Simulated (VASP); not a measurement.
Runs of VASP 6.6.1 on Y. The structure is that of space group Fm-3m (No. 225), or close to it. The cells are those of the table. This isn't the form of Y at room conditions, which is hcp.

| task | cell | k mesh | cutoff (eV) | gap on the mesh (eV) | pressure (GPa) | relaxed volume (Å³/atom) |
| --- | --- | --- | --- | --- | --- | --- |
| single point | a = 3.520 Å, angles 119.9, 119.9, 90.3°, 1 atom | 8 × 8 × 8 | 520 | none | -0.3 | - |
| single point | a = 3.518 Å, angles 60.0°, 1 atom | 20 × 20 × 20 | 520 | none | -0.1 | - |
| relaxation of cell and atoms | relaxed from a = 3.523 Å, angles 60.0°, 1 atom | 20 × 20 × 20 | 600 | none | 0.0 | 30.71 |
| relaxation of cell and atoms | relaxed from a = 3.572 Å, angles 122.2, 122.2, 86.1°, 1 atom | 8 × 8 × 8 | 600 | none | -0.1 | (a) |

Alike in all rows: level PBEsol; potentials or basis VASP PAW PBE potentials, release 64 (Y_sv); no spin polarisation; smearing gaussian 0.1 eV.

Question: Fill in the values left out.

Answer: (a) 30.76.

Caveats: the PAW data sets were made with another functional, which shifts forces and pressure a little.

A k mesh can miss the band edges, and the runs leave out spin-orbit coupling on Y.

A gap of «none» marks levels without a gap at the run's occupations.
